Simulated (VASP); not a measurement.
The system is AgI.

```
Ag I
1.0
     4.59000    0.00000    0.00000
    -2.29500    3.97506    0.00000
     0.00000    0.00000    7.52000
Ag I
2 2
Direct
  0.66667 0.33333 0.63000
  0.33333 0.66667 0.13000
  0.66667 0.33333 0.00000
  0.33333 0.66667 0.50000
```

- Program: VASP 6.6.1
- Task: relaxation of cell and atoms
- Functional: LDA
- Potentials or basis: VASP PAW LDA potentials, release 64 (Ag, I)
- Cutoff: 500 eV
- k mesh: 8 × 8 × 4
- Occupations: fermi-dirac, width 0.05 eV
- Spin: no spin polarisation

At the start: pressure -2.4 GPa; volume 34.30 Å³/atom.

Problem. How do energy, volume and symmetry change on relaxing?

Solution. Over 21 steps the energy falls by 19.4 meV/atom and the volume is 31.97 Å³/atom (-6.8 %); space group P6_3mc (No. 186, to 0.1 Å) before and after.

The path:
```
step  energy change (eV)  largest force (eV/Å)  pressure (GPa)  volume (Å³)
   1              0.0000                0.0770           -2.39       137.21
   2             -0.0764                0.0508            0.18       127.31
   3             -0.0766                0.0530            0.01       127.78
   4             -0.0766                0.0521            0.09       127.60
   5             -0.0771                0.0167            0.07       127.62
   6             -0.0771                0.0118            0.07       127.62
   7             -0.0773                0.0121           -0.02       127.89
   8             -0.0773                0.0122           -0.02       127.95
   9             -0.0773                0.0123           -0.05       128.06
  10             -0.0773                0.0128           -0.07       128.07
  11             -0.0775                0.0140           -0.07       128.08
  12             -0.0776                0.0060            0.02       127.82
  13             -0.0776                0.0058            0.02       127.82
  14             -0.0776                0.0026            0.01       127.85
  15             -0.0776                0.0005            0.00       127.87
  16             -0.0776                0.0007           -0.01       127.89
  17             -0.0776                0.0011           -0.02       127.94
  18             -0.0776                0.0015           -0.01       127.90
  19             -0.0776                0.0020            0.00       127.84
  20             -0.0776                0.0018            0.01       127.86
  21             -0.0776                0.0016            0.00       127.88
```

Final structure:
```cif
data_structure
_symmetry_space_group_name_H-M 'P 1'
_symmetry_Int_Tables_number 1
_cell_length_a 4.4848
_cell_length_b 4.4848
_cell_length_c 7.3416
_cell_angle_alpha 90.000
_cell_angle_beta 90.000
_cell_angle_gamma 120.000
_cell_volume 127.88
loop_
_atom_site_label
_atom_site_type_symbol
_atom_site_fract_x
_atom_site_fract_y
_atom_site_fract_z
_atom_site_occupancy
Ag1 Ag 0.66667 0.33333 0.62778 1
Ag2 Ag 0.33333 0.66667 0.12778 1
I1 I 0.66667 0.33333 0.00222 1
I2 I 0.33333 0.66667 0.50222 1
```
